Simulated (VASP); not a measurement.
Runs of VASP 6.6.1 on Au. The structure is that of space group Fd-3m (No. 227), or close to it. The cells are those of the table. 

| task | cell | k mesh | cutoff (eV) | gap on the mesh (eV) | pressure (GPa) |
| --- | --- | --- | --- | --- | --- |
| single point | a = 4.174 Å, angles 60.0°, 2 atoms | 10 × 10 × 10 | 520 | none | 9.8 |
| single point | a = 4.413 Å, angles 60.0°, 2 atoms | 10 × 10 × 10 | 520 | none | -1.9 |
| single point | a = 4.469 Å, angles 60.0°, 2 atoms | 10 × 10 × 10 | 520 | none | -3.3 |
| single point | a = 4.523 Å, angles 60.0°, 2 atoms | 10 × 10 × 10 | 520 | none | (a) |
| single point | a = 4.236 Å, angles 60.0°, 2 atoms | 10 × 10 × 10 | 520 | none | (b) |
| single point | a = 4.356 Å, angles 60.0°, 2 atoms | 10 × 10 × 10 | 520 | none | -0.1 |
| single point | a = 4.356 Å, angles 60.0°, 2 atoms | 15 × 15 × 15 | 520 | none | 0.0 |
| relaxation of cell and atoms | relaxed from a = 4.016 Å, angles 60.0°, 2 atoms | 10 × 10 × 10 | 600 | none | 0.1 |

Alike in all rows: level PBE; potentials or basis VASP PAW PBE potentials, release 64 (Au); no spin polarisation; smearing fermi-dirac 0.1 eV.

Fill in the values left out.

(a) -4.3; (b) 5.6.

Caveats: spin-orbit coupling is left out, which moves the levels of the heavy elements.

A k mesh can miss the band edges, and the runs leave out spin-orbit coupling on Au.

A gap of «none» marks levels without a gap at the run's occupations.
